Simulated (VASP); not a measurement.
# KBr in VASP: a series of runs, part 2 of 2

VASP 6.6.1.

### 4 Single point, PBE

This run uses another cell than the first one, of 35.94 Å³/atom.

File INCAR:

```
PREC = Accurate
ENCUT = 520
EDIFF = 1E-7
ISMEAR = 0
SIGMA = 0.05
LREAL = F
LASPH = T
NELM = 100
ALGO = Normal
ISIF = 2
LWAVE = F
LCHARG = F
GGA = PE
NBANDS = 15
```

File KPOINTS:

```
regular mesh
0
Gamma
  8 8 8
```

File POSCAR:

```
KBr
1.0
    0.0000000000      3.3000000000      3.3000000000
    3.3000000000      0.0000000000      3.3000000000
    3.3000000000      3.3000000000      0.0000000000
K Br
1 1
Direct
    0.0055269345     -0.0109315951      0.0083995426
    0.5000000000      0.5000000000      0.5000000000
```

Potentials or basis: VASP PAW PBE potentials, release 64 (K_sv, Br).

The run is started by

```sh
$ cat potpaw_PBE.64/K_sv/POTCAR potpaw_PBE.64/Br/POTCAR > POTCAR
$ mpirun -np 1 vasp_std > vasp.out
```

OUTCAR:

```text
PREC = Accurate
   ENCUT = 520
   EDIFF = 1E-7
   ISMEAR = 0
   LREAL = F
   LASPH = T
   NELM = 100
   ISIF = 2
   GGA = PE

 ion  position               nearest neighbor table
   1  0.006  0.989  0.008-   2 3.25   2 3.28   2 3.29
   2  0.500  0.500  0.500-   1 3.25   1 3.28   1 3.29

  LATTYP: Found a face centered cubic cell.
 ALAT       =     6.6000000000

  Lattice vectors:

 A1 = (   0.0000000000,   3.3000000000,   3.3000000000)
 A2 = (   3.3000000000,   0.0000000000,   3.3000000000)
 A3 = (   3.3000000000,   3.3000000000,   0.0000000000)

Analysis of symmetry for initial positions (statically):
=====================================================================
 Subroutine PRICEL returns:
 Original cell was already a primitive cell.

 Routine SETGRP: Setting up the symmetry group for a
 face centered cubic supercell.

 Subroutine GETGRP returns: Found  1 space group operations
 (whereof  1 operations were pure point group operations)
 out of a pool of 48 trial point group operations.

[... 173 lines left out ...]
      3     -12.9985      2.00000
      4     -12.9984      2.00000
      5     -12.9979      2.00000
      6      -1.7416      2.00000
      7      -1.7415      2.00000
      8      -1.7414      2.00000
      9       2.6932      0.00000
     10       5.8638      0.00000
     11       5.8655      0.00000
     12       5.8673      0.00000
     13       6.6881      0.00000
     14       6.6915      0.00000
[... 401 lines left out ...]
      2     -14.1040      2.00000
      3     -13.0084      2.00000
      4     -13.0057      2.00000
      5     -12.8926      2.00000
      6      -2.3424      2.00000
      7      -1.9007      2.00000
      8      -1.8768      2.00000
      9       3.8527      0.00000
     10       5.2850      0.00000
     11       6.6934      0.00000
     12       6.7647      0.00000
     13       7.1279      0.00000
     14       7.6067      0.00000
     15      10.5694      0.00000

 [... further k-points ...]

------------------------ aborting loop because EDIFF is reached ----------------------------------------

  FORCE on cell =-STRESS in cart. coord.  units (eV):
  Direction    XX          YY          ZZ          XY          YZ          ZX
  --------------------------------------------------------------------------------------
  -------------------------------------------------------------------------------------
  Total        0.3376572      0.3570555      0.3400414      0.0008837      0.0018847     -0.0003581
  in kB        7.5268764      7.9592935      7.5800239      0.0196983      0.0420129     -0.0079828
  external PRESSURE =       7.6887312 kB  Pullay stress =       0.0000000 kB

 VOLUME and BASIS-vectors are now :
 -----------------------------------------------------------------------------
  energy-cutoff  :      520.00
  volume of cell :       71.87
      direct lattice vectors                 reciprocal lattice vectors
     0.000000000  3.300000000  3.300000000    -0.151515152  0.151515152  0.151515152
     3.300000000  0.000000000  3.300000000     0.151515152 -0.151515152  0.151515152
     3.300000000  3.300000000  0.000000000     0.151515152  0.151515152 -0.151515152

 POSITION                                       TOTAL-FORCE (eV/Angst)
 -----------------------------------------------------------------------------------
      3.29164      0.04596      3.28216         0.010364     -0.057452      0.022150
      3.30000      3.30000      3.30000        -0.010364      0.057452     -0.022150
 -----------------------------------------------------------------------------------
    total drift:                                0.000037     -0.000020      0.000083

  FREE ENERGIE OF THE ION-ELECTRON SYSTEM (eV)
  ---------------------------------------------------
  free  energy   TOTEN  =        -6.2135291137 eV

  energy  without entropy=       -6.2135291137  energy(sigma->0) =       -6.21352911
```

OSZICAR:

```text
N       E                     dE             d eps       ncg     rms          rms(c)
DAV:   1     0.963162510149E+02    0.96316E+02   -0.67857E+03  7800   0.929E+02
DAV:   2    -0.266138339053E+00   -0.96582E+02   -0.89638E+02 10128   0.226E+02
DAV:   3    -0.611374575920E+01   -0.58476E+01   -0.58162E+01 10910   0.495E+01
DAV:   4    -0.638465432453E+01   -0.27091E+00   -0.27085E+00 11516   0.898E+00
DAV:   5    -0.638644442375E+01   -0.17901E-02   -0.17901E-02 11043   0.908E-01    0.311E+00
DAV:   6    -0.621463068474E+01    0.17181E+00   -0.21759E-01 10187   0.224E+00    0.227E+00
DAV:   7    -0.620350252681E+01    0.11128E-01   -0.10797E-01 10698   0.177E+00    0.103E+00
DAV:   8    -0.621243810483E+01   -0.89356E-02   -0.11747E-02  8509   0.794E-01    0.117E-01
DAV:   9    -0.621321913128E+01   -0.78103E-03   -0.81960E-04 10964   0.176E-01    0.772E-02
DAV:  10    -0.621350974656E+01   -0.29062E-03   -0.29189E-04  8283   0.987E-02    0.118E-02
DAV:  11    -0.621352709940E+01   -0.17353E-04   -0.27704E-05 10618   0.302E-02    0.601E-03
DAV:  12    -0.621352903543E+01   -0.19360E-05   -0.38301E-06  8591   0.130E-02    0.161E-03
DAV:  13    -0.621352911372E+01   -0.78285E-07   -0.17531E-07 11356   0.227E-03
   1 F= -.62135291E+01 E0= -.62135291E+01  d E =-.897165E-11
```

stdout:

```text
POSCAR found type information on POSCAR K Br
 POSCAR found :  2 types and       2 ions
 scaLAPACK will be used
 LDA part: xc-table for (Slater+PW92), standard interpolation
 POSCAR, INCAR and KPOINTS ok, starting setup
 FFT: planning ... GRIDC
 FFT: planning ... GRID_SOFT
 FFT: planning ... GRID
 WAVECAR not read
 entering main loop
```

Wall time 5.9 min (1 thread of Intel Xeon 8259CL, shared host); peak memory 0.42 GiB.

Results:

| Quantity | Value |
| --- | --- |
| Free energy | -6.2135 eV |
| Pressure | 0.8 GPa |
| Largest force | 0.062 eV/Å |
| Band gap on the k mesh | 4.43 eV |

Forces on the atoms (eV/Å):
```
K    0.010 -0.057  0.022
Br  -0.010  0.057 -0.022
```

### 5 Summary

```tsv
cell	gap on the mesh (eV)	pressure (GPa)
a = 4.506 Å, angles 60.0°, 2 atoms, atomic positions A	4.74	3.0
a = 4.667 Å, angles 60.0°, 2 atoms, atomic positions A	4.43	0.8
a = 4.667 Å, angles 60.0°, 2 atoms, atomic positions B	4.43	0.8
```

Alike in all rows: task single point; level PBE; potentials or basis VASP PAW PBE potentials, release 64 (K_sv, Br); no spin polarisation; k mesh 8 × 8 × 8; cutoff (eV) 520; smearing gaussian 0.05 eV.

Caveats: the cell stands under pressure (at least some runs).

Absolute energies hang on the potentials; compare differences alone.
